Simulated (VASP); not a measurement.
Write the native input for VASP 6.6.1 that does the following.

| Item | Value |
| --- | --- |
| Task | single point |
| Functional | PBE |
| Potentials or basis | VASP PAW PBE potentials, release 64 (Ag, Bi_d) |
| Cutoff | 520 eV |
| k mesh | 6 × 6 × 6 |
| Occupations | gaussian, width 0.1 eV |
| Spin | no spin polarisation |
| Dipole correction | no |
| Further INCAR settings | ALGO = Fast; EDIFF = 1e-07; NBANDS = 20 |

The structure of AgBi lies in POSCAR:

```
AgBi
1.0
    0.0000000000      2.9451628084      2.9451628084
    2.9451628084      0.0000000000      2.9451628084
    2.9451628084      2.9451628084      0.0000000000
Ag Bi
1 1
Direct
    0.0000000000      0.0000000000      0.0000000000
    0.5000000000      0.5000000000      0.5000000000
```

One way to write it, as run:

INCAR

```
SYSTEM = AgBi
PREC     = Accurate       ! precision mode
ENCUT    = 520            ! plane-wave cutoff, eV
EDIFF    = 1E-7           ! SCF threshold, eV
ISMEAR   = 0              ! smearing method
SIGMA    = 0.1            ! smearing width, eV
LREAL    = .False.        ! projectors in reciprocal space
LASPH    = .True.         ! aspherical terms in the spheres
NELM     = 100            ! most SCF steps
ALGO     = Fast           ! electronic algorithm
ISIF     = 2              ! what is computed and relaxed
LWAVE    = .False.        ! write WAVECAR
LCHARG   = .False.        ! write CHGCAR
GGA      = PE             ! functional
NBANDS   = 20             ! bands
```

KPOINTS

```
regular mesh
0
Gamma
  6 6 6
  0 0 0
```

Potentials or basis: VASP PAW PBE potentials, release 64 (Ag, Bi_d).

The run is started by

```sh
$ cat potpaw_PBE.64/Ag/POTCAR potpaw_PBE.64/Bi_d/POTCAR > POTCAR
$ mpirun -np 1 vasp_std > vasp.out
```

It gave:

```
Pressure               : 2.2 GPa
Band gap on the k mesh : zero (bands 13 and 14 overlap by 4.27 eV)
```

Caveat: spin-orbit coupling is left out, which moves the levels of the heavy elements.

It took 29 s on 1 thread of Oxide Virtual Turin-like Processor, on a shared host, peak memory 0.14 GiB.
